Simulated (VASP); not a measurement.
Input of a VASP 6.6.1 run:

File INCAR:

```
SYSTEM = Ni
  ALGO = Normal
  EDIFF = 1E-6
  ENCUT = 590
  GGA = PS
  GGA_COMPAT = .FALSE.
  ISIF = 2
  ISMEAR = -1
  ISPIN = 2
  LASPH = .TRUE.
  LCHARG = .FALSE.
  LMAXMIX = 4
  LORBIT = 11
  LREAL = .FALSE.
  LWAVE = .FALSE.
  MAGMOM = 1.5
  NBANDS = 19
  NELM = 200
  NUPDOWN = 1.5
  PREC = Accurate
  SIGMA = 0.05
```

The input KPOINTS:

```
k-points
0
G
  11 11 11
  0 0 0
```

POSCAR

```
Ni
1.0
    0.0000000000      1.7375729330      1.7375729330
    1.7375729330      0.0000000000      1.7375729330
    1.7375729330      1.7375729330      0.0000000000
Ni
1
Direct
    0.0000000000      0.0000000000      0.0000000000
```

Potentials or basis: VASP PAW PBE potentials, release 64 (Ni_sv_GW).

Launch:

```bash
$ cat potpaw_PBE.64/Ni_sv_GW/POTCAR > POTCAR
$ mpirun -np 1 vasp_std > vasp.out
```

(1) Predict the pressure.

Answers

(1) 6.5 GPa.

Caveat: the PAW data sets were made with another functional, which shifts forces and pressure a little; the total moment is fixed, so each spin has its own Fermi level.
